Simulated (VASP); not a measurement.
CaS3, 4 atoms in the cell. Symmetry: P4/mmm, No. 123, tetragonal system. Conventional cell: a = 5.026 Å, b = 5.026 Å, c = 4.388 Å, α = 90.00°, β = 90.00°, γ = 90.00°. Ca (site symmetry 4/mmm) has 12 S at 3.34 to 3.55 Å and 2 Ca at 4.39 Å within 4.4 Å. Within 4.4 Å of S (site symmetry 4/mmm) lie 10 S at 3.34 to 4.39 Å and 4 Ca at 3.55 Å. S (site symmetry mmm) has 4 Ca at 3.34 Å and 10 S at 3.34 to 4.39 Å within 4.4 Å. The cell was built from a structure type or drawn by symmetry, and may not be a known phase.

```yaml
Program: VASP 6.6.1
Task: relaxation of cell and atoms
Functional: PBE
Potentials_or_basis: VASP PAW PBE potentials, release 64 (Ca_sv, S)
Cutoff: 600 eV
k_mesh: 4 × 4 × 4
Occupations: gaussian, width 0.1 eV
Spin: no spin polarisation
Dipole_correction: no
Further_INCAR_settings: ALGO = Normal; EDIFF = 1e-06; IBRION = 2; EDIFFG = -0.04; NSW = 90; ISIF = 3
```

Potentials or basis: VASP PAW PBE potentials, release 64 (Ca_sv, S).

The run is started by

```bash
$ cat potpaw_PBE.64/Ca_sv/POTCAR potpaw_PBE.64/S/POTCAR > POTCAR
$ mpirun -np 1 vasp_std > vasp.out
```

Hardware: 1 thread of Intel Xeon 8259CL, on a shared host.

**Question.** Estimate the wall time of this run.

**Answer.** Wall time 7.3 min on 1 thread of Intel Xeon 8259CL (shared host), peak memory 0.27 GiB. Counts: scf iterations 79, k points 18, ion steps 9.
